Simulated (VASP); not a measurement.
# LiSi16 (a cell with a defect) in VASP: further runs, part 3 of 3

VASP 6.6.1.

## 6. Single point, LDA

Contents of INCAR:

```
SYSTEM = LiSi16
  ALGO = Normal
  EDIFF = 1E-7
  ENCUT = 520
  ISIF = 2
  ISMEAR = 0
  LASPH = .True.
  LCHARG = .False.
  LREAL = Auto
  LWAVE = .False.
  NBANDS = 48
  NELECT = 66.0
  NELM = 80
  PREC = Accurate
  SIGMA = 0.02
```

Contents of KPOINTS:

```
k-points
0
Gamma
  2 2 2
  0 0 0
```

Contents of POSCAR:

```
LiSi16
1.0
    0.0000000000      5.4300000000      5.4300000000
    5.4300000000      0.0000000000      5.4300000000
    5.4300000000      5.4300000000      0.0000000000
Si Li
16 1
Direct
    0.0026568140     -0.0066872007      0.0028628913
    0.1241751381      0.1269418048      0.1243147330
    0.0029604052      0.0088779006      0.4979675875
    0.1340698895      0.1299034070      0.6192323204
   -0.0088373849      0.5021384899     -0.0086819521
    0.1146414365      0.6256095764      0.1148764273
    0.0026923573      0.5135665746      0.4826104052
    0.1241593923      0.6352078269      0.6161417127
    0.4978248619      0.0088727440      0.0031281768
    0.6190230203      0.1299079190      0.1342791897
    0.5060530387      0.0169966851      0.5062548803
    0.6302847145      0.1412482505      0.6304508287
    0.4823764273      0.5135600368      0.0028972376
    0.6159680479      0.6352023020      0.1242949355
    0.4978383978      0.5139317680      0.4979763352
    0.6190043278      0.6449733886      0.6192175875
    0.8455971455      0.3564444751      0.8458796501
```

Potentials or basis: VASP PAW LDA potentials, release 64 (Si, Li_sv).

Command:

```
cat potpaw_LDA.64/Si/POTCAR potpaw_LDA.64/Li_sv/POTCAR > POTCAR
mpirun -np 1 vasp_std > vasp.out
```

OUTCAR:

```text
SYSTEM = LiSi16
   EDIFF = 1E-7
   ENCUT = 520
   ISIF = 2
   ISMEAR = 0
   LASPH = .True.
   LREAL = Auto
   NELECT = 66.0
   NELM = 80
   PREC = Accurate

 ion  position               nearest neighbor table
   1  0.003  0.993  0.003-   6 2.31  17 2.33   2 2.36   4 2.41  10 2.41
   2  0.124  0.127  0.124-   9 2.34   3 2.34   5 2.35   1 2.36
   3  0.003  0.009  0.498-  12 2.34   4 2.34   2 2.34   8 2.34
   4  0.134  0.130  0.619-  11 2.34   3 2.34   1 2.41   7 2.41  17 2.51
   5  0.991  0.502  0.991-   6 2.32   8 2.35  14 2.35   2 2.35  17 2.74
   6  0.115  0.626  0.115-   1 2.31  13 2.31   7 2.31   5 2.32
   7  0.003  0.514  0.483-   6 2.31  17 2.33   8 2.36   4 2.41  16 2.41
   8  0.124  0.635  0.616-   3 2.34  15 2.34   5 2.35   7 2.36
   9  0.498  0.009  0.003-  12 2.34  10 2.34   2 2.34  14 2.34
  10  0.619  0.130  0.134-  11 2.34   9 2.34   1 2.41  13 2.41  17 2.51
  11  0.506  0.017  0.506-  12 2.34  10 2.34   4 2.34  16 2.34
  12  0.630  0.141  0.630-  11 2.34   3 2.34   9 2.34  15 2.34
  13  0.482  0.514  0.003-   6 2.31  17 2.33  14 2.36  10 2.41  16 2.41
  14  0.616  0.635  0.124-   9 2.34  15 2.34   5 2.35  13 2.36
  15  0.498  0.514  0.498-  12 2.34  16 2.34   8 2.34  14 2.34
[... 210 lines left out ...]
      2      -5.9674      2.00000
      3      -3.7110      2.00000
      4      -3.6584      2.00000
      5      -3.6583      2.00000
      6      -3.6253      2.00000
[... 373 lines left out ...]
     44      10.1500      0.00000
     45      10.1878      0.00000
 [bands above 45 left out]

------------------------ aborting loop because EDIFF is reached ----------------------------------------

  FORCE on cell =-STRESS in cart. coord.  units (eV):
  Direction    XX          YY          ZZ          XY          YZ          ZX
  --------------------------------------------------------------------------------------
  -------------------------------------------------------------------------------------
  Total       -8.2467167     -8.2484758     -8.2457399     -0.5206790     -0.5199699     -0.5149397
  in kB      -41.2631303    -41.2719324    -41.2582432     -2.6052605     -2.6017126     -2.5765434
  external PRESSURE =     -41.2644353 kB  Pullay stress =       0.0000000 kB

 VOLUME and BASIS-vectors are now :
 -----------------------------------------------------------------------------
  energy-cutoff  :      520.00
  volume of cell :      320.21
      direct lattice vectors                 reciprocal lattice vectors
     0.000000000  5.430000000  5.430000000    -0.092081031  0.092081031  0.092081031
     5.430000000  0.000000000  5.430000000     0.092081031 -0.092081031  0.092081031
     5.430000000  5.430000000  0.000000000     0.092081031  0.092081031 -0.092081031

 POSITION                                       TOTAL-FORCE (eV/Angst)
 -----------------------------------------------------------------------------------
      5.40923      0.02997      5.40812        -0.033746     -0.036378     -0.033417
      1.36432      1.34930      1.36356        -0.025129     -0.012789     -0.025785
      2.75217      2.72004      0.06428        -0.009372     -0.029159     -0.032846
      4.06781      4.09043      1.43337         0.012052     -0.043027     -0.037725
      8.10947     10.76487      8.10863         0.004771      0.002372      0.004176
      4.02084      1.24628      4.01956        -0.007616     -0.004971     -0.007761
[... 9 lines left out ...]
      6.86456      6.72355      6.86340        -0.041741      0.011661     -0.040624
      6.52862      9.18472      6.52709         0.398091      0.396876      0.400492
 -----------------------------------------------------------------------------------
    total drift:                               -0.001047      0.000881     -0.001763

  FREE ENERGIE OF THE ION-ELECTRON SYSTEM (eV)
  ---------------------------------------------------
  free  energy   TOTEN  =      -102.1416941595 eV

  energy  without entropy=     -102.1416941595  energy(sigma->0) =     -102.14169416
```

stdout:

```text
POSCAR found type information on POSCAR SiLi
 POSCAR found :  2 types and      17 ions
 scaLAPACK will be used
 LDA part: xc-table for (Slater(with rela. corr.)+CA(PZ))
 , standard interpolation
 POSCAR, INCAR and KPOINTS ok, starting setup
 FFT: planning ... GRIDC
 FFT: planning ... GRID_SOFT
 FFT: planning ... GRID
 WAVECAR not read
 entering main loop
 the old and the new charge density differ
 old charge density:    67.00000 new   66.00000
    0.146E+01
```

It took 3.9 min on 1 thread of Intel Xeon Platinum 8259CL at 2.50GHz (Skylake/Cascade Lake), shared host; peak memory 0.39 GiB.

What came out:

```yaml
Free_energy: -102.1417 eV
Largest_force: 0.690 eV/Å
```

Forces on the atoms (eV/Å):
```
Si  -0.034 -0.036 -0.033
Si  -0.025 -0.013 -0.026
Si  -0.009 -0.029 -0.033
Si   0.012 -0.043 -0.038
Si   0.005  0.002  0.004
Si  -0.008 -0.005 -0.008
Si  -0.027 -0.031 -0.039
Si  -0.026 -0.025 -0.016
Si  -0.033 -0.030 -0.010
Si  -0.039 -0.043  0.012
Si  -0.047 -0.045 -0.048
Si  -0.043 -0.048 -0.042
Si  -0.038 -0.031 -0.027
Si  -0.015 -0.023 -0.026
Si  -0.029 -0.009 -0.030
Si  -0.042  0.012 -0.041
Li   0.398  0.397  0.400
```

Levels at points of the mesh, in eV from the Fermi level:
```tsv
k point	band 31	band 32	band 33	band 34	band 35	band 36
(0.00, 0.00, 0.00)	-0.16	-0.10	-0.10	0.27	0.42	0.42
(0.50, 0.00, 0.00)	-0.93	-0.87	-0.83	0.95	1.10	1.25
(0.00, 0.50, 0.00)	-0.93	-0.87	-0.84	0.95	1.10	1.25
(0.00, 0.00, 0.50)	-0.93	-0.87	-0.83	0.95	1.10	1.25
(0.50, 0.50, 0.50)	-0.91	-0.83	-0.83	1.05	1.08	1.08
(0.50, 0.50, 0.00)	-1.49	-1.42	-1.37	0.83	0.93	1.98
(0.00, 0.50, 0.50)	-1.49	-1.42	-1.37	0.83	0.93	1.98
(0.50, 0.00, 0.50)	-1.49	-1.42	-1.37	0.83	0.93	1.98
```

Caveat: the k points lie up to 0.50 Å⁻¹ apart; the cell carries a net charge on a neutralising background, which shifts energy and pressure; the cell is charged against a uniform background, so pressure and absolute levels hang on convention; the cutoff is under 1.25 times the usual one of these potentials, so pressure, stress and relaxed cells hold a basis-set (Pulay) error.
